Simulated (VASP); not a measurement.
# Li5CuSO2 (P4/mmm) in VASP: single point with LDA

Aim: the single point of Li5CuSO2 with LDA.

Everything below comes from runs of VASP 6.6.1. Logs are shortened: lines on timing, memory, paths and dates and some standing lists are left out, and cuts for length are marked.

**1. The cell of the first run**

It takes space group P4/mmm (No. 123, tetragonal). The conventional cell has a = 3.863 Å, b = 3.863 Å, c = 7.750 Å, α = 90.00°, β = 90.00°, γ = 90.00°. Within 2.8 Å of Li (site symmetry 4/mmm) lie 2 O at 2.05 Å and 8 Li at 2.59 Å and 4 S at 2.73 Å. Li (site symmetry 2mm) has 2 O at 1.96 Å and 2 Li at 2.59 Å and 2 S at 2.59 Å within 2.6 Å. Within 2.4 Å of Cu (site symmetry 4/mmm) lie 2 O at 1.82 Å. S (site symmetry 4/mmm) has 12 Li at 2.59 to 2.73 Å and 8 O at 3.42 Å within 3.5 Å. Within 2.4 Å of O (site symmetry 4mm) lie 1 Cu at 1.82 Å and 5 Li at 1.96 to 2.05 Å.

**2. Single point, LDA**

Contents of INCAR:

```
ALGO = Normal ; EDIFF = 1E-7
ENCUT = 520 ; GGA = CA
ISIF = 2 ; ISMEAR = 0
LASPH = True ; LCHARG = False
LREAL = False ; LWAVE = False
NBANDS = 32 ; NELM = 80
PREC = Accurate ; SIGMA = 0.01
```

Contents of KPOINTS:

```
k-points
0
Gamma
  5 5 3
```

Contents of POSCAR:

```
Li5CuSO2
1.0
    3.8633450000      0.0000000000      0.0000000000
    0.0000000000      3.8633450000      0.0000000000
    0.0000000000      0.0000000000      7.7502690000
Li Cu S O
5 1 1 2
Direct
    0.0000000000      0.0000000000      0.5000000000
    0.0000000000      0.5000000000      0.2776420000
    0.0000000000      0.5000000000      0.7223580000
    0.5000000000      0.0000000000      0.2776420000
    0.5000000000      0.0000000000      0.7223580000
    0.0000000000      0.0000000000      0.0000000000
    0.5000000000      0.5000000000      0.5000000000
    0.0000000000      0.0000000000      0.2351010000
    0.0000000000      0.0000000000      0.7648990000
```

Potentials or basis: VASP PAW LDA potentials, release 64 (Li_sv, Cu, S, O).

On the command line:

```bash
$ cat potpaw_LDA.64/Li_sv/POTCAR potpaw_LDA.64/Cu/POTCAR potpaw_LDA.64/S/POTCAR potpaw_LDA.64/O/POTCAR > POTCAR
$ mpirun -np 1 vasp_std > vasp.out
```

OUTCAR:

```text
EDIFF = 1E-7
   ENCUT = 520
   GGA = CA
   ISIF = 2
   ISMEAR = 0
   LASPH = True
   LREAL = False
   NELM = 80
   PREC = Accurate

 ion  position               nearest neighbor table
   1  0.000  0.000  0.500-   8 2.05   9 2.05   4 2.59   5 2.59   2 2.59   3 2.59   2 2.59   3 2.59
                             4 2.59   5 2.59
   2  0.000  0.500  0.278-   8 1.96   8 1.96   1 2.59   1 2.59   7 2.59   7 2.59
   3  0.000  0.500  0.722-   9 1.96   9 1.96   1 2.59   1 2.59   7 2.59   7 2.59
   4  0.500  0.000  0.278-   8 1.96   8 1.96   1 2.59   7 2.59   1 2.59   7 2.59
   5  0.500  0.000  0.722-   9 1.96   9 1.96   1 2.59   7 2.59   1 2.59   7 2.59
   6  0.000  0.000  0.000-   8 1.82   9 1.82
   7  0.500  0.500  0.500-   2 2.59   3 2.59   4 2.59   5 2.59   4 2.59   5 2.59   2 2.59   3 2.59

   8  0.000  0.000  0.235-   6 1.82   4 1.96   2 1.96   2 1.96   4 1.96   1 2.05
   9  0.000  0.000  0.765-   6 1.82   5 1.96   3 1.96   3 1.96   5 1.96   1 2.05

  LATTYP: Found a simple tetragonal cell.
 ALAT       =     3.8633450000
 C/A-ratio  =     2.0061032603

  Lattice vectors:

 A1 = (   3.8633450000,   0.0000000000,   0.0000000000)
 A2 = (   0.0000000000,   3.8633450000,   0.0000000000)
 A3 = (   0.0000000000,   0.0000000000,   7.7502690000)

Analysis of symmetry for initial positions (statically):
=====================================================================
 Subroutine PRICEL returns:
 Original cell was already a primitive cell.

 Routine SETGRP: Setting up the symmetry group for a
 simple tetragonal supercell.

 Subroutine GETGRP returns: Found 16 space group operations
 (whereof 16 operations were pure point group operations)
 out of a pool of 16 trial point group operations.

The static configuration has the point symmetry D_4h.

Analysis of symmetry for dynamics (positions and initial velocities):
=====================================================================
 Subroutine PRICEL returns:
 Original cell was already a primitive cell.

 Routine SETGRP: Setting up the symmetry group for a
 simple tetragonal supercell.

 Subroutine GETGRP returns: Found 16 space group operations
 (whereof 16 operations were pure point group operations)
 out of a pool of 16 trial point group operations.

The dynamic configuration has the point symmetry D_4h.

[... 102 lines left out ...]
   NSW    =      0    number of steps for IOM
   IBRION =     -1    ionic relax: 0-MD 1-quasi-New 2-CG
   NFREE  =      0    steps in history (QN), initial steepest desc. (CG)
   ISIF   =      2    stress and relaxation
   ISYM   =      2    0-nonsym 1-usesym 2-fastsym
   POTIM  = 0.5000    time-step for ionic-motion
   TEBEG  =    0.0;   TEEND  =   0.0 temperature during run
   PSTRESS=    0.0 pullay stress
   NELECT =      44.0000    total number of electrons
   NUPDOWN=      -1.0000    fix difference up-down
   EMIN   =  10.00;   EMAX   =-10.00  energy-range for DOS
   EFERMI =   0.00;   METHOD = LEGACY
   ISMEAR =     0;   SIGMA  =   0.01  broadening in eV -4-tet -1-fermi 0-gaus
   EFERMI_NEDOS =   21; number of points for ismear=-14 and -15
   IALGO  =     38    algorithm
   IMIX   =      4    mixing-type and parameters
     AMIX     =   0.40;   BMIX     =  1.00
     AMIX_MAG =   1.60;   BMIX_MAG =  1.00
  volume/ion in A,a.u.               =      12.85        86.74
  Fermi-wavevector in a.u.,A,eV,Ry     =   1.186163  2.241524 19.143170  1.406983
  Thomas-Fermi vector in A             =   2.322342
   LORBIT       =      0    0 simple, 1 ext, 2 COOP (PROOUT), +10 PAW based schemes
   GGA     = CA    functional components
   LHFCALC =     F    Hartree Fock is set to
   AEXX    =    0.0000 exact exchange contribution
   IVDW    =     0    specifies the selected vdW correction
   LEPSILON=     F    determine dielectric tensor
   LRPA    =     F    only Hartree local field effects (RPA)
 non-spin polarized calculation
 Gauss-broadening in eV      SIGMA  =   0.01
  energy-cutoff  :      520.00
  volume of cell :      115.68
 maximum number of plane-waves:      3128
 NGX is ok and might be reduce to    30
   NGX = 15   NGY = 15   NGZ = 29

 number of electron      43.9999982 magnetization

 Free energy of the ion-electron system (eV)
  ---------------------------------------------------
  ext. energy  EPLUGINS =         0.00000000
  ---------------------------------------------------
  free energy    TOTEN  =       -44.53154128 eV

  energy without entropy =      -44.53154128  energy(sigma->0) =      -44.53154128

 E-fermi :   1.7389     XC(G=0):  -9.2296

 val. band max:        1.6732472603   @ k =   0.4000   0.0000   0.0000
 cond. band min:       4.1851324052   @ k =   0.4000   0.0000   0.0000
 fundamental gap:      2.5118851449
 Fermi energy:         1.7388604674

 k-point     1 :       0.0000    0.0000    0.0000
  band No.  band energies     occupation
      1     -41.9999      2.00000
      2     -41.5759      2.00000
      3     -41.5727      2.00000
      4     -41.5214      2.00000
      5     -41.5205      2.00000
      6     -15.1088      2.00000
[... 409 lines left out ...]
     31      10.6706      0.00000
     32      10.9106      0.00000

------------------------ aborting loop because EDIFF is reached ----------------------------------------

  FORCE on cell =-STRESS in cart. coord.  units (eV):
  Direction    XX          YY          ZZ          XY          YZ          ZX
  --------------------------------------------------------------------------------------
  -------------------------------------------------------------------------------------
  Total       -3.3509472     -3.3509472     -5.1803325      0.0000000     -0.0000000      0.0000000
  in kB      -46.4124402    -46.4124402    -71.7504219      0.0000000     -0.0000000      0.0000000
  external PRESSURE =     -54.8584341 kB  Pullay stress =       0.0000000 kB

 VOLUME and BASIS-vectors are now :
 -----------------------------------------------------------------------------
  energy-cutoff  :      520.00
  volume of cell :      115.68
      direct lattice vectors                 reciprocal lattice vectors
     3.863345000  0.000000000  0.000000000     0.258843049  0.000000000  0.000000000
     0.000000000  3.863345000  0.000000000     0.000000000  0.258843049  0.000000000
     0.000000000  0.000000000  7.750269000     0.000000000  0.000000000  0.129027780

 POSITION                                       TOTAL-FORCE (eV/Angst)
 -----------------------------------------------------------------------------------
      0.00000      0.00000      3.87513         0.000000      0.000000      0.000000
      0.00000      1.93167      2.15180         0.000000     -0.000000      0.017923
      0.00000      1.93167      5.59847        -0.000000     -0.000000     -0.017923
      1.93167      0.00000      2.15180         0.000000     -0.000000      0.017923
      1.93167      0.00000      5.59847        -0.000000      0.000000     -0.017923
      0.00000      0.00000      0.00000         0.000000      0.000000      0.000000
      1.93167      1.93167      3.87513         0.000000      0.000000      0.000000
      0.00000      0.00000      1.82210        -0.000000      0.000000     -0.331834
      0.00000      0.00000      5.92817         0.000000     -0.000000      0.331834
 -----------------------------------------------------------------------------------
    total drift:                                0.000000      0.000000      0.000000

  FREE ENERGIE OF THE ION-ELECTRON SYSTEM (eV)
  ---------------------------------------------------
  free  energy   TOTEN  =       -44.5315412799 eV

  energy  without entropy=      -44.5315412799  energy(sigma->0) =      -44.53154128
```

stdout:

```text
POSCAR found type information on POSCAR LiCuS O
 POSCAR found :  4 types and       9 ions
 scaLAPACK will be used
 LDA part: xc-table for (Slater(with rela. corr.)+CA(PZ))
 , standard interpolation
 POSCAR, INCAR and KPOINTS ok, starting setup
 FFT: planning ... GRIDC
 FFT: planning ... GRID_SOFT
 FFT: planning ... GRID
 WAVECAR not read
 entering main loop
```

Run time: 98 s. Hardware: 1 thread of AMD EPYC, shared host; peak memory 0.17 GiB.

Results:

```yaml
Free_energy: -44.5315 eV
Largest_force: 0.332 eV/Å
Band_gap_on_the_k_mesh: 2.51 eV
```

Forces in eV/Å, atoms in the order of the input:
```
Li   0.000  0.000  0.000
Li   0.000  0.000  0.018
Li   0.000  0.000 -0.018
Li   0.000  0.000  0.018
Li   0.000  0.000 -0.018
Cu   0.000  0.000  0.000
S    0.000  0.000  0.000
O    0.000  0.000 -0.332
O    0.000  0.000  0.332
```

Levels at points of the mesh, in eV from the valence-band top:
```tsv
k point	band 20	band 21	band 22	band 23	band 24	band 25
(0.00, 0.00, 0.00)	-0.56	-0.47	-0.47	2.67	5.35	5.42
```

Caveat: the cutoff is under 1.25 times the usual one of these potentials, so pressure, stress and relaxed cells hold a basis-set (Pulay) error; an odd mesh through Γ misses points on the zone boundary, where band edges can lie.
